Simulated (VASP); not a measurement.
Here is a VASP 6.6.1 calculation.

The input INCAR:

```
PREC     = Accurate       # precision mode
ENCUT    = 520            # plane-wave cutoff, eV
EDIFF    = 1E-6           # SCF threshold, eV
ISMEAR   = -1             # smearing method
SIGMA    = 0.05           # smearing width, eV
LREAL    = False          # projectors in reciprocal space
LASPH    = True           # aspherical terms in the spheres
NELM     = 60             # most SCF steps
ALGO     = Normal         # electronic algorithm
ISIF     = 2              # what is computed and relaxed
LWAVE    = False          # write WAVECAR
LCHARG   = False          # write CHGCAR
NBANDS   = 8              # bands
```

Contents of KPOINTS:

```
Automatic mesh
0
Gamma
  11 11 11
```

Contents of POSCAR:

```
Al
1.0
    0.0000000000      2.0382146954      2.0382146954
    2.0382146954      0.0000000000      2.0382146954
    2.0382146954      2.0382146954      0.0000000000
Al
1
Direct
    0.0000000000      0.0000000000      0.0000000000
```

Potentials or basis: VASP PAW LDA potentials, release 64 (Al).

Run with:

```sh
$ cat potpaw_LDA.64/Al/POTCAR > POTCAR
$ mpirun -np 1 vasp_std > vasp.out
```

(1) Estimate the pressure.

Answers

(1) -4.9 GPa.
